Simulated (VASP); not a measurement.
Here is a VASP 6.6.1 calculation.

The input INCAR:

```
ALGO = Normal
EDIFF = 1E-6
ENCUT = 520
GGA = PE
ISIF = 2
ISMEAR = 0
ISPIN = 2
LASPH = T
LCHARG = F
LORBIT = 11
LREAL = F
LWAVE = F
MAGMOM = 1 1 1
NBANDS = 17
NELM = 150
PREC = Accurate
SIGMA = 0.1
```

KPOINTS

```
k-points
0
Gamma
  8 8 8
```

File POSCAR:

```
C
1.0
   -2.2648416726      2.2648416726      1.3081487397
    2.2648416726     -2.2648416726      1.3081487397
    2.2648416726      2.2648416726     -1.3081487397
C
3
Direct
    0.7500000000      0.2500000000      0.5000000000
    0.2500000000      0.7500000000      0.5000000000
    0.5000000000      0.5000000000      0.0000000000
```

Potentials or basis: VASP PAW PBE potentials, release 64 (C).

Run with:

```sh
$ cat potpaw_PBE.64/C/POTCAR > POTCAR
$ mpirun -np 1 vasp_std > vasp.out
```

What does it give for the band gap on the k mesh?

Zero (filled and empty bands overlap).

Estimate the pressure.

-0.1 GPa.

Estimate the net moment.

0.00 μB per cell.

Stress tensor (GPa, compression positive):
```
 0.10  0.00  0.00
 0.00  0.10  0.00
 0.00  0.00 -0.41
```
